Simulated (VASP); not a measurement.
Write the native input for VASP 6.6.1 that does the following.

| Item | Value |
| --- | --- |
| Task | single point |
| Functional | PBE |
| Potentials or basis | VASP PAW PBE potentials, release 64 (Al, Cl) |
| Cutoff | 500 eV |
| k mesh | 5 × 5 × 5 |
| Occupations | gaussian, width 0.2 eV |
| Spin | no spin polarisation |
| Dipole correction | no |
| Further INCAR settings | ALGO = Normal; EDIFF = 1e-06; NBANDS = 16 |

The structure of Al3Cl lies in POSCAR:

```
Al3Cl
1.0
    5.6505139160      0.0000000000      0.0000000000
   -2.8252569580      4.8934885957      0.0000000000
    0.0000000000      0.0000000000      2.9749133592
Al Cl
3 1
Direct
    0.5000000000      0.0000000000      0.3461006476
    0.0000000000      0.5000000000      0.3461006476
    0.5000000000      0.5000000000      0.3461006476
    0.0000000000      0.0000000000      0.3492180173
```

These files were run (other wordings do the same):

INCAR

```
PREC = Accurate ; ENCUT = 500
EDIFF = 1E-6 ; ISMEAR = 0
SIGMA = 0.2 ; LREAL = False
LASPH = True ; NELM = 120
ALGO = Normal ; ISIF = 2
LWAVE = False ; LCHARG = False
GGA = PE ; NBANDS = 16
GGA_COMPAT = False
```

KPOINTS

```
regular mesh
0
Gamma
  5 5 5
```

Potentials or basis: VASP PAW PBE potentials, release 64 (Al, Cl).

Command:

```bash
$ cat potpaw_PBE.64/Al/POTCAR potpaw_PBE.64/Cl/POTCAR > POTCAR
$ mpirun -np 1 vasp_std > vasp.out
```

It gave:

| Property | Result |
| --- | --- |
| Pressure | 0.2 GPa |
| Largest force | 0.006 eV/Å |
| Band gap on the k mesh | zero (band 8 reaches 5.98 eV, above the bottom of band 9 at 4.62 eV) |

Caveat: the k points lie up to 0.42 Å⁻¹ apart.

Wall time 21 s on 1 thread of Intel Xeon 6975P-C, on a shared host, peak memory 0.19 GiB.
